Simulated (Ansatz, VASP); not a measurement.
**Two plane-wave programs on Nb2PdSe4**

Contents of INCAR:

```
ALGO     = Normal         # electronic algorithm
EDIFF    = 1E-6           # SCF threshold, eV
EDIFFG   = -0.08          # ionic threshold
ENCUT    = 600            # plane-wave cutoff, eV
GGA      = PE             # functional
IBRION   = 2              # ionic algorithm
ISIF     = 3              # what is computed and relaxed
ISMEAR   = 0              # smearing method
LASPH    = True           # aspherical terms in the spheres
LCHARG   = False          # write CHGCAR
LREAL    = False          # projectors in reciprocal space
LWAVE    = False          # write WAVECAR
NELM     = 100            # most SCF steps
NSW      = 36             # ionic steps
PREC     = Accurate       # precision mode
SIGMA    = 0.15           # smearing width, eV
```

Contents of KPOINTS:

```
k-points
0
Gamma
  4 4 1
```

File POSCAR:

```
Nb2PdSe4
1.0
    3.5500000000      0.0000000000      0.0000000000
   -1.7750000000      3.0743901800      0.0000000000
    0.0000000000      0.0000000000     13.9800000000
Nb Pd Se
2 1 4
Direct
    0.0000000000      0.0000000000      0.2500000000
    0.0000000000      0.0000000000      0.7500000000
    0.0000000000      0.0000000000      0.0000000000
    0.6666666700      0.3333333300      0.3700000000
    0.3333333300      0.6666666700      0.1300000000
    0.3333333300      0.6666666700      0.6300000000
    0.6666666700      0.3333333300      0.8700000000
```

Input for Ansatz:

```yaml
crystal:
  lattice:
    - [3.55, 0.0, 0.0]
    - [-1.775, 3.07439018, 0.0]
    - [0.0, 0.0, 13.98]
  atoms:
    - { symbol: Nb, position: [0.0, 0.0, 0.25] }
    - { symbol: Nb, position: [0.0, 0.0, 0.75] }
    - { symbol: Pd, position: [0.0, 0.0, 0.0] }
    - { symbol: Se, position: [0.66666667, 0.33333333, 0.37] }
    - { symbol: Se, position: [0.33333333, 0.66666667, 0.13] }
    - { symbol: Se, position: [0.33333333, 0.66666667, 0.63] }
    - { symbol: Se, position: [0.66666667, 0.33333333, 0.87] }
basis:
  ecutwfc: 420
kpoints:
  mp_grid: { grid: [4, 4, 1] }
hamiltonian:
  xc: pbe
scf:
  occupations: { method: gaussian, width: 0.15 }
  lower_state_search: "off"
output:
  forces: true
  stress: true
  eigenvalues: true
relax:
  adjacent_minimum: "off"
  f_tol: 0.08
  max_steps: 16
  cell: { stress_tol: 0.8 }
```

Alike in both runs: task relaxation of cell and atoms; functional PBE; k mesh 4 × 4 × 1; occupations gaussian, width 0.15 eV; no spin polarisation.

|  | VASP | Ansatz |
| --- | --- | --- |
| version | VASP 6.6.1 | Ansatz 0.2.0 |
| potentials or method | VASP PAW PBE potentials, release 64 (Nb_sv, Pd, Se), cutoff 600 eV | scalar-relativistic, plane waves, PAW |
| valence electrons in the cell | 60 | 108 |

```tsv
	VASP	Ansatz	Ansatz less VASP
gap on the k mesh at the Fermi level, each at its own relaxed structure (eV)	none	none	-
relaxed volume (Å³/atom)	21.19	21.90	+0.707
relaxed cell length with the largest relative difference (Å)	13.397	13.863	+0.4662
```

A gap of «none» marks a metal or a gap that the smearing closes. VASP's potentials hold 60 valence electrons a cell and Ansatz's 108, so a difference there can come from the potentials and not from the codes.

The k mesh is coarse, so the values compare programs but aren't converged.
